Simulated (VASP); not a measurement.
A run of VASP 6.6.1 is set up as follows.

INCAR

```
SYSTEM = SN2O2
PREC = Accurate
ENCUT = 520
EDIFF = 1E-7
ISMEAR = -1
SIGMA = 0.02
LREAL = Auto
LASPH = .True.
NELM = 60
ALGO = Normal
ISIF = 2
LWAVE = .False.
LCHARG = .False.
GGA = PE
IVDW = 12
NBANDS = 88
```

The input KPOINTS:

```
regular mesh
0
Gamma
  1 1 1
  0 0 0
```

Contents of POSCAR:

```
SN2O2
1.0
    9.5023080000      0.0000000000      0.0000000000
    0.0000000000      9.5023080000      0.0000000000
    0.0000000000      0.0000000000      9.5023080000
N S O
10 5 10
Direct
    0.0282668169      0.1566145825      0.2376685748
    0.0253096406      0.1996357096      0.3476629046
    0.2947283965      0.7499967376      0.5246093896
    0.1914587488      0.7707074955      0.4800517937
    0.4556577202      0.7583736499      0.9678701217
    0.4320213573      0.6713421623      0.8936460489
    0.6691216492      0.1376191974      0.4289168484
    0.6043794834      0.2362899624      0.4358309581
    0.9862867000      0.0857265414      0.7685922199
    0.9683963096      0.1235910265      0.8754188982
    0.9780571204      0.7963223251      0.1298421394
    0.6398550752      0.2298599456      0.9081793602
    0.6467691849      0.7005666413      0.3911049821
    0.2473714807      0.3934833516      0.6788771738
    0.2674297655      0.4588358954      0.2286497133
    0.9297004475      0.6775301327      0.2124536481
    0.9723848143      0.7933020062     -0.0224997969
    0.5225467329      0.2324172191      0.8145599995
    0.6251323363      0.1475010071      1.0360325092
    0.5859313337      0.5622633996      0.3575236669
    0.7512069699      0.7049024300      0.4988261799
    0.1501950894      0.4420715472      0.7837148617
    0.2016667951      0.2554432039      0.6143770545
    0.2580636199      0.6076313249      0.1928057899
    0.3473682394      0.3686683277      0.1316732735
```

Potentials or basis: VASP PAW PBE potentials, release 64 (N, S, O).

Run with:

```console
$ cat potpaw_PBE.64/N/POTCAR potpaw_PBE.64/S/POTCAR potpaw_PBE.64/O/POTCAR > POTCAR
$ mpirun -np 1 vasp_gam > vasp.out
```

(1) What does it give for the dispersion energy per atom?

(2) What does it give for the largest force?

(3) What does it give for the pressure?

Results:

(1) -0.043 eV.

(2) 4.430 eV/Å.

(3) 0.0 GPa.

Caveat: the k points lie up to 0.66 Å⁻¹ apart; the standard files for N, O and F lose accuracy on very short bonds.
